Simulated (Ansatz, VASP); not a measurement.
## Si4O7: VASP beside Ansatz

```xyz
11
Lattice="0.0000 4.1549 -2.6614 0.0000 -4.1549 -2.6614 -4.1549 0.0000 2.6614" Properties=species:S:1:pos:R:3 pbc="T T T"
Si   -2.0774   -2.0774   -1.3307
Si   -2.0774    2.0774   -1.3307
Si   -4.1549    0.0000    2.6614
Si   -4.1549    0.0000    0.0000
O    -1.2696    2.8853   -2.6614
O    -3.3470   -0.8079   -1.3307
O    -3.3470   -0.8079    1.3307
O    -2.8853   -2.8853    0.0000
O    -3.0872    1.0676    0.0000
O    -0.8079    0.8079   -3.9922
O    -0.8079    0.8079   -1.3307
```

Change from the starting cell: O vacancy; atom 9 moved -0.125 of the way to it and +0.000 Å across, host rigid.

Alike in both runs: task single point; functional LDA; k mesh 6 × 6 × 6; occupations gaussian, width 0.05 eV; no spin polarisation.

|  | VASP | Ansatz |
| --- | --- | --- |
| version | VASP 6.6.1 | Ansatz 0.2.0 |
| potentials or method | VASP PAW LDA potentials, release 64 (Si, O), cutoff 520 eV | scalar-relativistic, plane waves, PAW |
| valence electrons in the cell | 58 | 58 |

```csv
,VASP,Ansatz,Ansatz less VASP
gap on the k mesh at the Fermi level (eV),2.11,2.12,+0.008
least direct gap on the mesh (eV),2.63,2.64,+0.007
pressure (GPa),4.0,3.1,-0.91
"traceless stress, the component that is largest in VASP (GPa)",-7.31,-7.69,-0.383
rms of the force components (eV/Å),2.130,2.096,-0.0342
```

Ansatz warns that its potentials were made for another functional, while VASP's fit it. LDA's correlation is that of Perdew and Zunger in VASP and of Perdew and Wang (1992) in Ansatz. Atom by atom the forces differ by 0.040 eV/Å (rms over components).
